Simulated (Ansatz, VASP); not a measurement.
CdS: VASP beside Ansatz

File INCAR:

```
  ALGO = Normal
  EDIFF = 1E-7
  ENCUT = 520
  GGA = PE
  ISIF = 2
  ISMEAR = 0
  LASPH = T
  LCHARG = T
  LELF = T
  LREAL = F
  LVHAR = T
  LWAVE = F
  NBANDS = 16
  NELM = 80
  PREC = Accurate
  SIGMA = 0.05
```

Contents of KPOINTS:

```
k-points
0
Gamma
  10 10 10
```

The input POSCAR:

```
CdS
1.0
    0.0000000000      2.9633540252      2.9633540252
    2.9633540252      0.0000000000      2.9633540252
    2.9633540252      2.9633540252      0.0000000000
Cd S
1 1
Direct
    0.0000000000      0.0000000000      0.0000000000
    0.7500000000      0.7500000000      0.7500000000
```

Input for Ansatz:

```yaml
crystal:
  lattice:
    - [0.0, 2.9633540255, 2.9633540255]
    - [2.9633540255, 0.0, 2.9633540255]
    - [2.9633540255, 2.9633540255, 0.0]
  atoms:
    - { symbol: Cd, position: [0.0, 0.0, 0.0] }
    - { symbol: S, position: [0.75, 0.75, 0.75] }
basis:
  ecutwfc: 420
  ecutrho_ratio: 4
kpoints:
  mp_grid: { grid: [10, 10, 10] }
hamiltonian:
  xc: pbe
scf:
  occupations: { method: gaussian, width: 0.05 }
output:
  forces: true
  stress: true
  eigenvalues: true
```

Alike in both runs: task single point; functional PBE; k mesh 10 × 10 × 10; occupations gaussian, width 0.05 eV; no spin polarisation.

```csv
,VASP,Ansatz
version,VASP 6.6.1,Ansatz 0.2.0
potentials or method,"VASP PAW PBE potentials, release 64 (Cd, S), cutoff 520 eV","scalar-relativistic, plane waves, PAW"
valence electrons in the cell,18,26
```

|  | VASP | Ansatz | Ansatz less VASP |
| --- | --- | --- | --- |
| gap on the k mesh at the Fermi level (eV) | 1.04 | 1.04 | -0.002 |
| least direct gap on the mesh (eV) | 1.04 | 1.04 | -0.002 |
| pressure (GPa) | 0.3 | 0.0 | -0.29 |

VASP's potentials hold 18 valence electrons a cell and Ansatz's 26, so a difference there can come from the potentials and not from the codes.
